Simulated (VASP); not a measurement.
# KF (Fm-3m) in VASP: a series of runs

KF is run at these levels: PBE; tasks: single point.

Program: VASP 6.6.1. These are calculated values, not measurements. Logs are shortened: lines on timing, memory, paths and dates and some standing lists are left out, and cuts for length are marked.

### Step 1. The cell of the first run

The structure is cubic, space group Fm-3m (No. 225). Conventional cell: a = 5.450 Å, b = 5.450 Å, c = 5.450 Å, α = 90.00°, β = 90.00°, γ = 90.00°. K (site symmetry m-3m) has 6 F at 2.72 Å within 3.6 Å. F (site symmetry m-3m) has 6 K at 2.72 Å within 3.6 Å.

### Step 2. Single point, PBE

Contents of INCAR:

```
SYSTEM = KF
PREC = Accurate ; ENCUT = 520
EDIFF = 1E-7 ; ISMEAR = 0
SIGMA = 0.05 ; LREAL = .FALSE.
LASPH = .TRUE. ; NELM = 60
ALGO = Normal ; ISIF = 2
LWAVE = .FALSE. ; LCHARG = .TRUE.
GGA = PE ; LELF = .TRUE.
LVHAR = .TRUE. ; NBANDS = 15
```

Contents of KPOINTS:

```
regular mesh
0
G
  8 8 8
  0 0 0
```

Contents of POSCAR:

```
KF
1.0
    0.0000000000      2.7249179337      2.7249179337
    2.7249179337      0.0000000000      2.7249179337
    2.7249179337      2.7249179337      0.0000000000
K F
1 1
Direct
    0.0000000000      0.0000000000      0.0000000000
    0.5000000000      0.5000000000      0.5000000000
```

Potentials or basis: VASP PAW PBE potentials, release 64 (K_sv, F).

Launch:

```
$ cat potpaw_PBE.64/K_sv/POTCAR potpaw_PBE.64/F/POTCAR > POTCAR
$ mpirun -np 1 vasp_std > vasp.out
```

OUTCAR:

```text
SYSTEM = KF
   PREC = Accurate
   ENCUT = 520
   EDIFF = 1E-7
   ISMEAR = 0
   LREAL = .FALSE.
   LASPH = .TRUE.
   NELM = 60
   ISIF = 2
   GGA = PE

 ion  position               nearest neighbor table
   1  0.000  0.000  0.000-   2 2.72   2 2.72   2 2.72   2 2.72   2 2.72   2 2.72
   2  0.500  0.500  0.500-   1 2.72   1 2.72   1 2.72   1 2.72   1 2.72   1 2.72

  LATTYP: Found a face centered cubic cell.
 ALAT       =     5.4498358674

  Lattice vectors:

 A1 = (   0.0000000000,   2.7249179337,   2.7249179337)
 A2 = (   2.7249179337,   0.0000000000,   2.7249179337)
 A3 = (   2.7249179337,   2.7249179337,   0.0000000000)

Analysis of symmetry for initial positions (statically):
=====================================================================
 Subroutine PRICEL returns:
 Original cell was already a primitive cell.

 Routine SETGRP: Setting up the symmetry group for a
 face centered cubic supercell.

 Subroutine GETGRP returns: Found 48 space group operations
 (whereof 48 operations were pure point group operations)
 out of a pool of 48 trial point group operations.

The static configuration has the point symmetry O_h .

Analysis of symmetry for dynamics (positions and initial velocities):
=====================================================================
 Subroutine PRICEL returns:
 Original cell was already a primitive cell.

 Routine SETGRP: Setting up the symmetry group for a
 face centered cubic supercell.

 Subroutine GETGRP returns: Found 48 space group operations
 (whereof 48 operations were pure point group operations)
 out of a pool of 48 trial point group operations.

The dynamic configuration has the point symmetry O_h .

 Subroutine INISYM returns: Found 48 space group operations
 (whereof 48 operations are pure point group operations),
 and found     1 'primitive' translations

----------------------------------------------------------------------------------------

                                     Primitive cell

  volume of cell :      40.4660

  direct lattice vectors                    reciprocal lattice vectors
     0.000000000  2.724917934  2.724917934    -0.183491765  0.183491765  0.183491765
     2.724917934  0.000000000  2.724917934     0.183491765 -0.183491765  0.183491765
     2.724917934  2.724917934  0.000000000     0.183491765  0.183491765 -0.183491765

  length of vectors
     3.853615898  3.853615898  3.853615898     0.317817059  0.317817059  0.317817059

  position of ions in fractional coordinates (direct lattice)
     0.000000000  0.000000000  0.000000000
     0.500000000  0.500000000  0.500000000

  ion indices of the primitive-cell ions
   primitive index   ion index
                 1           1
                 2           2

[... 87 lines left out ...]
   EFERMI_NEDOS =   21; number of points for ismear=-14 and -15
   IALGO  =     38    algorithm
   IMIX   =      4    mixing-type and parameters
     AMIX     =   0.40;   BMIX     =  1.00
     AMIX_MAG =   1.60;   BMIX_MAG =  1.00
  volume/ion in A,a.u.               =      20.23       136.54
  Fermi-wavevector in a.u.,A,eV,Ry     =   1.201576  2.270650 19.643900  1.443786
  Thomas-Fermi vector in A             =   2.337381
   LORBIT       =      0    0 simple, 1 ext, 2 COOP (PROOUT), +10 PAW based schemes
   GGA     = PE    functional components
   LHFCALC =     F    Hartree Fock is set to
   AEXX    =    0.0000 exact exchange contribution
   IVDW    =     0    specifies the selected vdW correction
   LEPSILON=     F    determine dielectric tensor
   LRPA    =     F    only Hartree local field effects (RPA)
 non-spin polarized calculation
 Gauss-broadening in eV      SIGMA  =   0.05
  energy-cutoff  :      520.00
  volume of cell :       40.47
 maximum number of plane-waves:      1106
 NGX is ok and might be reduce to    30
   NGX = 15   NGY = 15   NGZ = 15

 number of electron      15.9999993 magnetization

 Free energy of the ion-electron system (eV)
  ---------------------------------------------------
  ext. energy  EPLUGINS =         0.00000000
  ---------------------------------------------------
  free energy    TOTEN  =        -8.29915677 eV

  energy without entropy =       -8.29915677  energy(sigma->0) =       -8.29915677

 E-fermi :  -2.6658     XC(G=0):  -8.1399

 val. band max:       -2.9536901073   @ k =   0.0000   0.0000   0.0000
 cond. band min:       2.9133524273   @ k =   0.0000   0.0000   0.0000
 fundamental gap:      5.8670425346
 Fermi energy:        -2.6658354905

 k-point     1 :       0.0000    0.0000    0.0000
  band No.  band energies     occupation
      1     -29.2605      2.00000
      2     -21.5785      2.00000
      3     -12.5498      2.00000
      4     -12.5498      2.00000
      5     -12.5498      2.00000
      6      -2.9537      2.00000
      7      -2.9537      2.00000
      8      -2.9537      2.00000
      9       2.9134      0.00000
     10       7.5575      0.00000
     11       7.5575      0.00000
     12       7.5575      0.00000
     13       9.1526      0.00000
     14       9.1526      0.00000
[... 401 lines left out ...]
      2     -21.6214      2.00000
      3     -12.8223      2.00000
      4     -12.7289      2.00000
      5     -12.6140      2.00000
      6      -3.4828      2.00000
      7      -3.2055      2.00000
      8      -3.1933      2.00000
      9       6.2067      0.00000
     10       6.8468      0.00000
     11       8.3935      0.00000
     12       9.4532      0.00000
     13      10.6313      0.00000
     14      11.5962      0.00000
     15      11.7217      0.00000

 [... further k-points ...]

------------------------ aborting loop because EDIFF is reached ----------------------------------------

  FORCE on cell =-STRESS in cart. coord.  units (eV):
  Direction    XX          YY          ZZ          XY          YZ          ZX
  --------------------------------------------------------------------------------------
  -------------------------------------------------------------------------------------
  Total       -0.1119100     -0.1119100     -0.1119100      0.0000000      0.0000000     -0.0000000
  in kB       -4.4308706     -4.4308706     -4.4308706      0.0000000      0.0000000     -0.0000000
  external PRESSURE =      -4.4308706 kB  Pullay stress =       0.0000000 kB

 VOLUME and BASIS-vectors are now :
 -----------------------------------------------------------------------------
  energy-cutoff  :      520.00
  volume of cell :       40.47
      direct lattice vectors                 reciprocal lattice vectors
     0.000000000  2.724917934  2.724917934    -0.183491765  0.183491765  0.183491765
     2.724917934  0.000000000  2.724917934     0.183491765 -0.183491765  0.183491765
     2.724917934  2.724917934  0.000000000     0.183491765  0.183491765 -0.183491765

 POSITION                                       TOTAL-FORCE (eV/Angst)
 -----------------------------------------------------------------------------------
      0.00000      0.00000      0.00000         0.000000      0.000000      0.000000
      2.72492      2.72492      2.72492        -0.000000     -0.000000     -0.000000
 -----------------------------------------------------------------------------------
    total drift:                                0.000000      0.000000      0.000000

  FREE ENERGIE OF THE ION-ELECTRON SYSTEM (eV)
  ---------------------------------------------------
  free  energy   TOTEN  =        -8.2991567660 eV

  energy  without entropy=       -8.2991567660  energy(sigma->0) =       -8.29915677
```

OSZICAR:

```text
N       E                     dE             d eps       ncg     rms          rms(c)
DAV:   1     0.106825771051E+03    0.10683E+03   -0.80533E+03   870   0.102E+03
DAV:   2    -0.547990996868E+01   -0.11231E+03   -0.10387E+03  1167   0.281E+02
DAV:   3    -0.947664687439E+01   -0.39967E+01   -0.39804E+01  1122   0.478E+01
DAV:   4    -0.958131079736E+01   -0.10466E+00   -0.10465E+00  1209   0.706E+00
DAV:   5    -0.958219460115E+01   -0.88380E-03   -0.88380E-03  1132   0.616E-01    0.626E+00
DAV:   6    -0.833440035858E+01    0.12478E+01   -0.36195E+00   912   0.142E+01    0.372E+00
DAV:   7    -0.830231448093E+01    0.32086E-01   -0.65736E-02  1052   0.220E+00    0.207E+00
DAV:   8    -0.829673073005E+01    0.55838E-02   -0.54272E-02  1003   0.226E+00    0.198E-01
DAV:   9    -0.829840371411E+01   -0.16730E-02   -0.37114E-03  1010   0.507E-01    0.121E-01
DAV:  10    -0.829901885272E+01   -0.61514E-03   -0.47402E-04   933   0.183E-01    0.655E-02
DAV:  11    -0.829915639098E+01   -0.13754E-03   -0.13204E-04   926   0.942E-02    0.184E-02
DAV:  12    -0.829915662700E+01   -0.23601E-06   -0.11317E-05  1059   0.325E-02    0.417E-03
DAV:  13    -0.829915676734E+01   -0.14034E-06   -0.20606E-06   954   0.126E-02    0.207E-03
DAV:  14    -0.829915676601E+01    0.13379E-08   -0.58341E-08   915   0.222E-03
   1 F= -.82991568E+01 E0= -.82991568E+01  d E =-.698747E-18
```

Wall time 11 s (1 thread of Intel Xeon 6975P-C (Granite Rapids), shared host); peak memory 0.17 GiB.

What came out:

| Property | Result |
| --- | --- |
| Free energy | -8.2992 eV |
| Pressure | -0.4 GPa |
| Band gap on the k mesh | 5.87 eV, direct |

[end of part 1 of 2]
